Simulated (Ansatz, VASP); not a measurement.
## CdI2: VASP beside Ansatz

```
Cd I
1.0
     4.22981    0.00000    0.00000
    -2.11490    3.66312    0.00000
     0.00000    0.00000    6.83606
Cd I
1 2
Direct
  0.00000 0.00000 0.00000
  0.33333 0.66667 0.24920
  0.66667 0.33333 0.75080
```

Change from the starting cell: volume scaled by 0.99, PAW files.

Alike in both runs: task electric field gradients; functional PBEsol; k mesh 8 × 8 × 5; occupations fermi-dirac, width 0.03 eV; no spin polarisation.

|  | VASP | Ansatz |
| --- | --- | --- |
| version | VASP 6.6.1 | Ansatz 0.2.0 |
| potentials or method | VASP PAW PBE potentials, release 64 (Cd, I) | PAW with Ansatz's default frozen-core files, scalar-relativistic |
| plane-wave cutoff (eV) | 400 | 420 |
| valence electrons in the cell | 26 | 54 |

VASP gave:

* gap on the k mesh at the Fermi level (eV): 2.29
* pressure (GPa): -0.1
* traceless stress, the component that is largest in VASP (GPa): 0.10
* rms of the force components (eV/Å): 0.006
* size of Vzz on the site where it differs most (V/Å²): 56.2

Which values does Ansatz return?

gap on the k mesh at the Fermi level (eV): 2.30; pressure (GPa): -0.1; traceless stress, the component that is largest in VASP (GPa): 0.11; rms of the force components (eV/Å): 0.019; size of Vzz on the site where it differs most (V/Å²): 57.3.

VASP's potentials were made for PBE, not for PBEsol. Atom by atom the forces differ by 0.013 eV/Å (rms over components). VASP's potentials hold 26 valence electrons a cell and Ansatz's 54, so a difference there can come from the potentials and not from the codes.

Spin-orbit coupling is off throughout.
